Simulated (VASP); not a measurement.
Ag, 4 atoms in the cell. The structure is trigonal, space group P3m1 (No. 156). The conventional cell has a = 2.886 Å, b = 2.886 Å, c = 10.000 Å, α = 90.00°, β = 90.00°, γ = 120.00°. Ag (site symmetry 3m) has 12 Ag at 2.89 to 3.00 Å within 3.8 Å. Ag (site symmetry 3m) has 12 Ag at 2.89 to 3.04 Å within 3.8 Å. Ag (site symmetry 3m) has 12 Ag at 2.89 to 3.00 Å within 3.8 Å. Within 3.8 Å of Ag (site symmetry 3m) lie 12 Ag at 2.89 to 3.04 Å.  This cell differs from its parent crystal: one atom moved.

| Item | Value |
| --- | --- |
| Program | VASP 6.6.1 |
| Task | single point |
| Functional | PBE |
| Potentials or basis | VASP PAW PBE potentials, release 64 (Ag) |
| Cutoff | 520 eV |
| k mesh | 15 × 15 × 4 |
| Occupations | gaussian, width 0.1 eV |
| Spin | no spin polarisation |
| Dipole correction | no |
| Further INCAR settings | ALGO = Normal; EDIFF = 1e-06; NBANDS = 30 |

Potentials or basis: VASP PAW PBE potentials, release 64 (Ag).

Command:

```bash
$ cat potpaw_PBE.64/Ag/POTCAR > POTCAR
$ mpirun -np 1 vasp_std > vasp.out
```

Hardware: 1 thread of Intel(R) Xeon(R) 6975P-C (Granite Rapids) (shared host).

**Question.** How long does it take, and how much memory?

**Answer.** It took 63 s on 1 thread of Intel(R) Xeon(R) 6975P-C (Granite Rapids), on a shared host, peak memory 0.3 GiB. Counts: scf iterations 12, k points 100.
